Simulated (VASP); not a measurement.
Ni: single point with PBE

The system is Ni.

```xyz
1
Lattice="0.0000 1.8251 1.6272 1.8251 0.0000 1.6272 1.8251 1.8251 0.0000" Properties=species:S:1:pos:R:3 pbc="T T T"
Ni    0.0000    0.0000    0.0000
```

This cell differs from its parent crystal: strain +e along x and -e along y +0.0000, strain +e along z and -e/2 along x and y -0.0750.

- Program: VASP 6.6.1
- Task: single point
- Functional: PBE
- Potentials or basis: VASP PAW PBE potentials, release 64 (Ni)
- Cutoff: 520 eV
- k mesh: 22 × 22 × 22
- Occupations: gaussian, width 0.15 eV
- Spin: collinear spin, ferromagnetic start
- Starting moments: [0.75] μB

```json
{"Pressure": "1.5 GPa", "Net moment": "0.61 μB per cell", "Site moments": "Ni +0.62 μB", "Valence electrons inside the program's atomic spheres": "Ni 9.32"}
```

Stress tensor (GPa, compression positive):
```
-1.43  0.00  0.00
 0.00 -1.43  0.00
 0.00  0.00  7.32
```

Levels at points of the mesh, in eV from the Fermi level:
Spin up:
```csv
k point,band 2,band 3,band 4,band 5,band 6,band 7,band 8,band 9
"(0.00, 0.00, 0.00)",-2.57,-2.57,-1.93,-1.62,-0.92,24.05,27.31,27.31
"(0.50, 0.00, 0.00)",-2.76,-1.97,-0.70,-0.42,-0.23,5.79,21.33,22.94
"(0.50, 0.50, 0.00)",-4.24,-0.53,-0.41,-0.41,4.46,11.43,13.04,13.04
"(0.50, 0.00, 0.50)",-4.07,-0.64,-0.55,-0.27,1.62,8.27,15.94,16.11
```
Spin down:
```tsv
k point	band 1	band 2	band 3	band 4	band 5	band 6	band 7	band 8	band 9	band 10
(0.00, 0.00, 0.00)	-9.04	-1.82	-1.82	-1.23	-1.02	-0.37	23.90	27.26	27.26	28.75
(0.50, 0.00, 0.00)	-4.39	-2.13	-1.38	-0.28	0.00	0.35	6.21	21.23	23.04	26.19
(0.50, 0.50, 0.00)	-4.20	-3.70	0.11	0.45	0.45	4.44	11.62	13.06	13.06	18.42
(0.50, 0.00, 0.50)	-4.34	-3.44	0.04	0.14	0.60	1.58	8.54	15.92	16.15	20.92
```

It took 2.4 min on 1 thread of AMD EPYC 9R45 96-Core Processor (Zen 5) (shared host), peak memory 0.26 GiB.

Caveat: the cell differs from its parent crystal (strain +e along x and -e along y +0.0000, strain +e along z and -e/2 along x and y -0.0750).
